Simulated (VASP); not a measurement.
Set up this calculation in VASP 6.6.1, as the native input.

```
Task                   : single point
Functional             : PBE
Potentials or basis    : VASP PAW PBE potentials, release 64 (Ti_sv, Si)
Cutoff                 : 520 eV
k mesh                 : 12 × 12 × 12
Occupations            : gaussian, width 0.15 eV
Spin                   : no spin polarisation
Dipole correction      : no
Further INCAR settings : ALGO = Normal; EDIFF = 1e-07; NBANDS = 29
```

The structure of TiSi2 lies in POSCAR:

```
TiSi2
1.0
    1.8095832153     -6.5140941713      0.0000000000
    1.8095832153      6.5140941713      0.0000000000
    0.0000000000      0.0000000000      3.6515156951
Ti Si
2 4
Direct
    0.8968075259      0.1031924741      0.7500000000
    0.1031924741      0.8968075259      0.2500000000
    0.5591373592      0.4408626408      0.7500000000
    0.4408626408      0.5591373592      0.2500000000
    0.2498287182      0.7501712818      0.7500000000
    0.7501712818      0.2498287182      0.2500000000
```

The input as run:

INCAR

```
SYSTEM = TiSi2
ALGO     = Normal         ! electronic algorithm
EDIFF    = 1E-7           ! SCF threshold, eV
ENCUT    = 520            ! plane-wave cutoff, eV
GGA      = PE             ! functional
ISIF     = 2              ! what is computed and relaxed
ISMEAR   = 0              ! smearing method
LASPH    = .True.         ! aspherical terms in the spheres
LCHARG   = .False.        ! write CHGCAR
LREAL    = .False.        ! projectors in reciprocal space
LWAVE    = .False.        ! write WAVECAR
NBANDS   = 29             ! bands
NELM     = 60             ! most SCF steps
PREC     = Accurate       ! precision mode
SIGMA    = 0.15           ! smearing width, eV
```

KPOINTS

```
k-points
0
Gamma
  12 12 12
  0 0 0
```

Potentials or basis: VASP PAW PBE potentials, release 64 (Ti_sv, Si).

The run is started by

```bash
$ cat potpaw_PBE.64/Ti_sv/POTCAR potpaw_PBE.64/Si/POTCAR > POTCAR
$ mpirun -np 1 vasp_std > vasp.out
```

It gave:

```json
{
  "Pressure": "-0.7 GPa",
  "Largest force": "0.481 eV/Å",
  "Band gap on the k mesh": "zero (band 20 reaches 10.79 eV, above the bottom of band 21 at 9.86 eV)"
}
```

It took 31 min on 1 thread of Oxide Virtual Turin-like Processor, with other jobs on the host, peak memory 0.65 GiB.
